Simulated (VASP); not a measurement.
# Sc (Fm-3m) in VASP: notebook

Sc is run at these levels: PBEsol; tasks: electric field gradients.

Program: VASP 6.6.1. These are calculated values, not measurements. Logs are shortened: lines on timing, memory, paths and dates and some standing lists are left out, and cuts for length are marked.

## (1) The cell of the first run

Symmetry: Fm-3m, No. 225, cubic system. The conventional cell has a = 4.480 Å, b = 4.480 Å, c = 4.480 Å, α = 90.00°, β = 90.00°, γ = 90.00°. Sc (site symmetry m-3m) has 12 Sc at 3.17 Å within 4.2 Å.

## (2) Electric field gradients, PBEsol (volume scaled by 0.96)

File INCAR:

```
SYSTEM = Sc
PREC     = Accurate       ! precision mode
ENCUT    = 520            ! plane-wave cutoff, eV
EDIFF    = 1E-8           ! SCF threshold, eV
ISMEAR   = -1             ! smearing method
SIGMA    = 0.03           ! smearing width, eV
LREAL    = .FALSE.        ! projectors in reciprocal space
LASPH    = .TRUE.         ! aspherical terms in the spheres
NELM     = 80             ! most SCF steps
ALGO     = Normal         ! electronic algorithm
ISIF     = 2              ! what is computed and relaxed
LWAVE    = .FALSE.        ! write WAVECAR
LCHARG   = .FALSE.        ! write CHGCAR
GGA      = PS             ! functional
LEFG     = .TRUE.       
NBANDS   = 12             ! bands
```

File KPOINTS:

```
Automatic mesh
0
G
  12 12 12
  0 0 0
```

File POSCAR:

```
Sc
1.0
    0.0000000000      2.2398138059      2.2398138059
    2.2398138059      0.0000000000      2.2398138059
    2.2398138059      2.2398138059      0.0000000000
Sc
1
Direct
    0.0000000000      0.0000000000      0.0000000000
```

Potentials or basis: VASP PAW PBE potentials, release 64 (Sc_sv).

Run with:

```
$ cat potpaw_PBE.64/Sc_sv/POTCAR > POTCAR
$ mpirun -np 1 vasp_std > vasp.out
```

OUTCAR:

```text
SYSTEM = Sc
   PREC = Accurate
   ENCUT = 520
   EDIFF = 1E-8
   ISMEAR = -1
   LREAL = .FALSE.
   LASPH = .TRUE.
   NELM = 80
   ISIF = 2
   GGA = PS

 ion  position               nearest neighbor table
   1  0.000  0.000  0.000-

  LATTYP: Found a face centered cubic cell.
 ALAT       =     4.4796276118

  Lattice vectors:

 A1 = (   0.0000000000,   2.2398138059,   2.2398138059)
 A2 = (   2.2398138059,   0.0000000000,   2.2398138059)
 A3 = (   2.2398138059,   2.2398138059,   0.0000000000)

Analysis of symmetry for initial positions (statically):
=====================================================================
 Subroutine PRICEL returns:
 Original cell was already a primitive cell.

 Routine SETGRP: Setting up the symmetry group for a
 face centered cubic supercell.

 Subroutine GETGRP returns: Found 48 space group operations
 (whereof 48 operations were pure point group operations)
 out of a pool of 48 trial point group operations.

The static configuration has the point symmetry O_h .

Analysis of symmetry for dynamics (positions and initial velocities):
=====================================================================
 Subroutine PRICEL returns:
 Original cell was already a primitive cell.

 Routine SETGRP: Setting up the symmetry group for a
 face centered cubic supercell.

 Subroutine GETGRP returns: Found 48 space group operations
 (whereof 48 operations were pure point group operations)
 out of a pool of 48 trial point group operations.

The dynamic configuration has the point symmetry O_h .

 Subroutine INISYM returns: Found 48 space group operations
 (whereof 48 operations are pure point group operations),
 and found     1 'primitive' translations

----------------------------------------------------------------------------------------

                                     Primitive cell

  volume of cell :      22.4732

  direct lattice vectors                    reciprocal lattice vectors
     0.000000000  2.239813806  2.239813806    -0.223232841  0.223232841  0.223232841
     2.239813806  0.000000000  2.239813806     0.223232841 -0.223232841  0.223232841
     2.239813806  2.239813806  0.000000000     0.223232841  0.223232841 -0.223232841

  length of vectors
     3.167575061  3.167575061  3.167575061     0.386650623  0.386650623  0.386650623

  position of ions in fractional coordinates (direct lattice)
     0.000000000  0.000000000  0.000000000

  ion indices of the primitive-cell ions
   primitive index   ion index
                 1           1

----------------------------------------------------------------------------------------

 KPOINTS: Automatic mesh

Automatic generation of k-mesh.
 Grid dimensions read from file:
 generate k-points for:   12   12   12

 Generating k-lattice:

  Cartesian coordinates                     Fractional coordinates (reciprocal lattice)
    -0.018602737  0.018602737  0.018602737     0.083333333  0.000000000  0.000000000
     0.018602737 -0.018602737  0.018602737     0.000000000  0.083333333  0.000000000
     0.018602737  0.018602737 -0.018602737     0.000000000  0.000000000  0.083333333

  Length of vectors
     0.032220885  0.032220885  0.032220885

  Shift w.r.t. Gamma in fractional coordinates (k-lattice)
     0.000000000  0.000000000  0.000000000

 Subroutine IBZKPT returns following result:
 ===========================================

 Found     72 irreducible k-points:

 Following reciprocal coordinates:
            Coordinates               Weight
  0.000000  0.000000  0.000000      1.000000
  0.083333  0.000000  0.000000      8.000000
  0.166667  0.000000  0.000000      8.000000
  0.250000  0.000000  0.000000      8.000000
  0.333333  0.000000  0.000000      8.000000
  0.416667  0.000000  0.000000      8.000000
[... 16 lines left out ...]
  0.500000  0.166667  0.000000     24.000000
 -0.416667  0.166667  0.000000     24.000000
 [... further k-points ...]
   k-points           NKPTS =     72   k-points in BZ     NKDIM =     72   number of bands    NBANDS=     12
   number of dos      NEDOS =    301   number of ions     NIONS =      1
   total plane-waves  NPLWV =  13824
   dimension x,y,z NGX =    24 NGY =   24 NGZ =   24
   dimension x,y,z NGXF=    48 NGYF=   48 NGZF=   48
   ions per type =               1
   NGX,Y,Z   is equivalent  to a cutoff of  12.60, 12.60, 12.60 a.u.
   NGXF,Y,Z  is equivalent  to a cutoff of  25.19, 25.19, 25.19 a.u.
 SYSTEM =  Sc
   PREC   = accura    normal or accurate (medium, high low for compatibility)
   ISTART =      0    job   : 0-new  1-cont  2-samecut
   ICHARG =      2    charge: 1-file 2-atom 10-const
   ISPIN  =      1    spin polarized calculation?
   LNONCOLLINEAR =      F non collinear calculations
   LSORBIT =      F    spin-orbit coupling
   LASPH  =      T    aspherical Exc in radial PAW
   ENCUT  =  520.0 eV  38.22 Ry    6.18 a.u.   5.89  5.89  5.89*2*pi/ulx,y,z
   NELM   =     80;   NELMIN=  2; NELMDL= -5     # of ELM steps
   EDIFF  = 0.1E-07   stopping-criterion for ELM
   LREAL  =      F    real-space projection
   EDIFFG = 0.1E-06   stopping-criterion for IOM
   NSW    =      0    number of steps for IOM
   IBRION =     -1    ionic relax: 0-MD 1-quasi-New 2-CG
   NFREE  =      0    steps in history (QN), initial steepest desc. (CG)
   ISIF   =      2    stress and relaxation
   ISYM   =      2    0-nonsym 1-usesym 2-fastsym
   POTIM  = 0.5000    time-step for ionic-motion
   TEBEG  =    0.0;   TEEND  =   0.0 temperature during run
   PSTRESS=    0.0 pullay stress
   NELECT =      11.0000    total number of electrons
   NUPDOWN=      -1.0000    fix difference up-down
   EMIN   =  10.00;   EMAX   =-10.00  energy-range for DOS
   EFERMI =   0.00;   METHOD = LEGACY
   ISMEAR =    -1;   SIGMA  =   0.03  broadening in eV -4-tet -1-fermi 0-gaus
   EFERMI_NEDOS =   21; number of points for ismear=-14 and -15
   IALGO  =     38    algorithm
   IMIX   =      4    mixing-type and parameters
     AMIX     =   0.40;   BMIX     =  1.00
     AMIX_MAG =   1.60;   BMIX_MAG =  1.00
  volume/ion in A,a.u.               =      22.47       151.66
  Fermi-wavevector in a.u.,A,eV,Ry     =   1.290181  2.438088 22.647792  1.664566
  Thomas-Fermi vector in A             =   2.422028
   LORBIT       =      0    0 simple, 1 ext, 2 COOP (PROOUT), +10 PAW based schemes
   GGA     = PS    functional components
   LHFCALC =     F    Hartree Fock is set to
   AEXX    =    0.0000 exact exchange contribution
   IVDW    =     0    specifies the selected vdW correction
   LEPSILON=     F    determine dielectric tensor
   LRPA    =     F    only Hartree local field effects (RPA)
 non-spin polarized calculation
  energy-cutoff  :      520.00
  volume of cell :       22.47
 maximum number of plane-waves:       620
   NGX = 11   NGY = 11   NGZ = 11

 number of electron      11.0000003 magnetization

 Free energy of the ion-electron system (eV)
  ---------------------------------------------------
  ext. energy  EPLUGINS =         0.00000000
  ---------------------------------------------------
  free energy    TOTEN  =        -6.55179185 eV

  energy without entropy =       -6.54669114  energy(sigma->0) =       -6.54924150

 E-fermi :   4.1960     XC(G=0): -10.3711

 val. band max:        4.1697429535   @ k =  -0.4167   0.1667   0.0000
 cond. band min:       4.2012587011   @ k =   0.5000   0.3333   0.1667
 fundamental gap:      0.0315157476
 Fermi energy:         4.1960484148

 k-point     1 :       0.0000    0.0000    0.0000
  band No.  band energies     occupation
      1     -44.7885      2.00000
      2     -23.2286      2.00000
      3     -23.2286      2.00000
      4     -23.2286      2.00000
      5      -1.1731      2.00000
      6       5.8923      0.00000
      7       5.8923      0.00000
      8       5.8923      0.00000
      9       7.4561      0.00000
     10       7.4561      0.00000
     11      17.2275      0.00000
     12      20.9709      0.00000

 k-point     2 :       0.0833    0.0000    0.0000
  band No.  band energies     occupation
      1     -44.7825      2.00000
      2     -23.2668      2.00000
      3     -23.2334      2.00000
      4     -23.2334      2.00000
      5      -0.9814      2.00000
      6       5.7458      0.00000
      7       5.9645      0.00000
      8       5.9645      0.00000
      9       7.4043      0.00000
     10       7.4043      0.00000
     11      17.4275      0.00000
     12      19.6342      0.00000
[... 316 lines left out ...]
 k-point    24 :      -0.4167    0.1667    0.0000
  band No.  band energies     occupation
      1     -44.6896      2.00000
      2     -23.7247      2.00000
      3     -23.3985      2.00000
      4     -23.3187      2.00000
      5       2.8586      2.00000
      6       4.1697      1.41234
      7       5.3070      0.00000
      8       6.2171      0.00000
      9       8.2578      0.00000
     10       9.3048      0.00000
     11      11.7234      0.00000
     12      16.2574      0.00000

 [... further k-points ...]

------------------------ aborting loop because EDIFF is reached ----------------------------------------

  FORCE on cell =-STRESS in cart. coord.  units (eV):
  Direction    XX          YY          ZZ          XY          YZ          ZX
  --------------------------------------------------------------------------------------
  -------------------------------------------------------------------------------------
  Total        0.4030772      0.4030772      0.4030772      0.0000000      0.0000000      0.0000000
  in kB       28.7364450     28.7364450     28.7364450      0.0000000      0.0000000      0.0000000
  external PRESSURE =      28.7364450 kB  Pullay stress =       0.0000000 kB

 VOLUME and BASIS-vectors are now :
 -----------------------------------------------------------------------------
  energy-cutoff  :      520.00
  volume of cell :       22.47
      direct lattice vectors                 reciprocal lattice vectors
     0.000000000  2.239813806  2.239813806    -0.223232841  0.223232841  0.223232841
     2.239813806  0.000000000  2.239813806     0.223232841 -0.223232841  0.223232841
     2.239813806  2.239813806  0.000000000     0.223232841  0.223232841 -0.223232841

 POSITION                                       TOTAL-FORCE (eV/Angst)
 -----------------------------------------------------------------------------------
      0.00000      0.00000      0.00000         0.000000     -0.000000      0.000000
 -----------------------------------------------------------------------------------
    total drift:                                0.000000      0.000000     -0.000000

  FREE ENERGIE OF THE ION-ELECTRON SYSTEM (eV)
  ---------------------------------------------------
  free  energy   TOTEN  =        -6.5517918527 eV

  energy  without entropy=       -6.5466911422  energy(sigma->0) =       -6.54924150

 Electric field gradients (V/A^2)
---------------------------------------------------------------------
 ion       V_xx      V_yy      V_zz      V_xy      V_xz      V_yz
---------------------------------------------------------------------
   1       0.000     0.000     0.000     0.001     0.001     0.001
---------------------------------------------------------------------

 Electric field gradients after diagonalization (V/A^2)
 (convention: |V_zz| > |V_xx| > |V_yy|)
----------------------------------------------------------------------
 ion       V_xx      V_yy      V_zz     asymmetry (V_yy - V_xx)/ V_zz
----------------------------------------------------------------------
   1      -0.001    -0.001     0.001       0.000
----------------------------------------------------------------------

           NMR quadrupolar parameters

 Cq : quadrupolar parameter    Cq=e*Q*V_zz/h
 eta: asymmetry parameters     (V_yy - V_xx)/ V_zz
 Q  : nuclear electric quadrupole moment in mb (millibarn)
----------------------------------------------------------------------
 ion       Cq(MHz)       eta       Q (mb)
----------------------------------------------------------------------
   1       0.000       0.000       1.000
----------------------------------------------------------------------
```

It took 13 s on 1 thread of Intel Xeon Platinum 8488C (Sapphire Rapids), shared host; peak memory 0.14 GiB.

Results:

```yaml
Free_energy: -6.5518 eV
Pressure: 2.9 GPa
```

Caveat: without QUAD_EFG the Cq values of the log hold for a quadrupole moment of 1 mb, not for the nuclei; the PAW data sets were made with another functional, which shifts forces and pressure a little.

(Continued in part 2 of 3.)
